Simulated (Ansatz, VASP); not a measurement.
## Two plane-wave programs on Sb

```xyz
4
Lattice="5.1058 0.0000 0.0000 -2.5529 4.4218 0.0000 0.0000 0.0000 6.0896" Properties=species:S:1:pos:R:3 pbc="T T T"
Sb    0.0000    0.0000    1.5224
Sb    0.0000    0.0000    4.5672
Sb    0.0000    2.9478    4.5672
Sb    2.5529    1.4739    1.5224
```

Alike in both runs: functional r2SCAN; k mesh 12 × 12 × 8; occupations gaussian, width 0.1 eV; no spin polarisation.

Ansatz relaxed the structure, and its values are those at the end. VASP's run is a single point on that final structure, the one shown.

```csv
,VASP,Ansatz
version,VASP 6.6.1,Ansatz 0.2.0
potentials or method,"VASP PAW PBE potentials, release 64 (Sb), cutoff 520 eV","scalar-relativistic, plane waves, PAW"
valence electrons in the cell,20,60
```

|  | VASP | Ansatz | Ansatz less VASP |
| --- | --- | --- | --- |
| gap on the k mesh at the Fermi level (eV) | none | none | - |
| pressure (GPa) | 0.1 | 0.0 | -0.05 |

VASP's potentials were made for PBE, not for r2SCAN. A gap of «none» marks a metal or a gap that the smearing closes. VASP's potentials hold 20 valence electrons a cell and Ansatz's 60, so a difference there can come from the potentials and not from the codes.

Neither program's run includes spin-orbit coupling.
